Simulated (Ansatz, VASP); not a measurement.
**One calculation of HCl, two programs**

Contents of POSCAR:

```
HCl
1.0
    0.0000000000      2.6964375000      2.7375000000
    2.6964375000      0.0000000000      2.7375000000
    2.6964375000      2.6964375000      0.0000000000
H Cl
1 1
Direct
    0.0000000000      0.0000000000      0.0000000000
    0.5000000000      0.5000000000      0.5000000000
```

The input INCAR.step1:

```
  ALGO = Normal
  EDIFF = 1E-4
  ENCUT = 520
  GGA = PE
  ISMEAR = 0
  LASPH = T
  LCHARG = F
  LREAL = F
  LWAVE = T
  NBANDS = 11
  NELM = 80
  PREC = Accurate
  SIGMA = 0.15
```

INCAR.step2

```
  ALGO = Normal
  EDIFF = 1E-6
  ENCUT = 520
  ISIF = 2
  ISMEAR = 0
  ISTART = 1
  LASPH = T
  LCHARG = F
  LMIXTAU = T
  LREAL = F
  LWAVE = F
  METAGGA = R2SCAN
  NBANDS = 11
  NELM = 80
  PREC = Accurate
  SIGMA = 0.15
```

File KPOINTS:

```
k-points
0
Gamma
  16 16 16
```

Input for Ansatz:

```yaml
crystal:
  lattice:
    - [0.0, 2.6964375, 2.7375]
    - [2.6964375, 0.0, 2.7375]
    - [2.6964375, 2.6964375, 0.0]
  atoms:
    - { symbol: H, position: [0.0, 0.0, 0.0] }
    - { symbol: Cl, position: [0.5, 0.5, 0.5] }
basis:
  ecutwfc: 500
kpoints:
  mp_grid: { grid: [16, 16, 16] }
hamiltonian:
  xc: r2scan
scf:
  occupations: { method: gaussian, width: 0.15 }
output:
  forces: true
  stress: true
  eigenvalues: true
```

Change from the starting cell: strain -0.015 along x and y, +0.000 along z, atoms carried along.

Alike in both runs: task single point; functional r2SCAN; k mesh 16 × 16 × 16; occupations gaussian, width 0.15 eV; no spin polarisation.

```csv
,VASP,Ansatz
version,VASP 6.6.1,Ansatz 0.2.0
potentials or method,"VASP PAW PBE potentials, release 64 (H, Cl), cutoff 520 eV","scalar-relativistic, plane waves, PAW"
valence electrons in the cell,8,8
```

Ansatz gave:

```
gap on the k mesh at the Fermi level (eV)                     : none
pressure (GPa)                                                : -10.2
traceless stress, the component that is largest in VASP (GPa) : 0.87
```

Q: What did VASP give for the same quantities?

A: gap on the k mesh at the Fermi level (eV): none; pressure (GPa): -10.3; traceless stress, the component that is largest in VASP (GPa): 0.87.

VASP's potentials were made for PBE, not for r2SCAN. A gap of «none» marks a metal or a gap that the smearing closes.
